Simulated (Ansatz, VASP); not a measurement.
**C in VASP and in Ansatz**

```xyz
6
Lattice="1.7985 -3.8827 0.0000 1.7985 3.8827 0.0000 0.0000 0.0000 2.5073" Properties=species:S:1:pos:R:3 pbc="T T T"
C     0.7429    1.5232    0.6268
C     0.7429   -1.5232    1.8805
C     2.8541    1.5232    0.6268
C     2.8541   -1.5232    1.8805
C     1.7985    0.4419    0.6268
C     1.7985   -0.4419    1.8805
```

Alike in both runs: task single point; functional PBE; k mesh 6 × 6 × 6; occupations gaussian, width 0.1 eV; no spin polarisation.

|  | VASP | Ansatz |
| --- | --- | --- |
| version | VASP 6.6.1 | Ansatz 0.2.0 |
| potentials or method | VASP PAW PBE potentials, release 64 (C), cutoff 520 eV | scalar-relativistic, plane waves, PAW |
| valence electrons in the cell | 24 | 24 |

VASP gave:

```
gap on the k mesh at the Fermi level (eV) : 3.21
least direct gap on the mesh (eV)         : 3.28
rms of the force components (eV/Å)        : 0.596
```

Task: Estimate Ansatz's values.

Result: gap on the k mesh at the Fermi level (eV): 3.22; least direct gap on the mesh (eV): 3.29; rms of the force components (eV/Å): 0.588.

Atom by atom the forces differ by 0.011 eV/Å (rms over components). With one functional, cell and mesh, what is left measures potentials, basis and numerics.
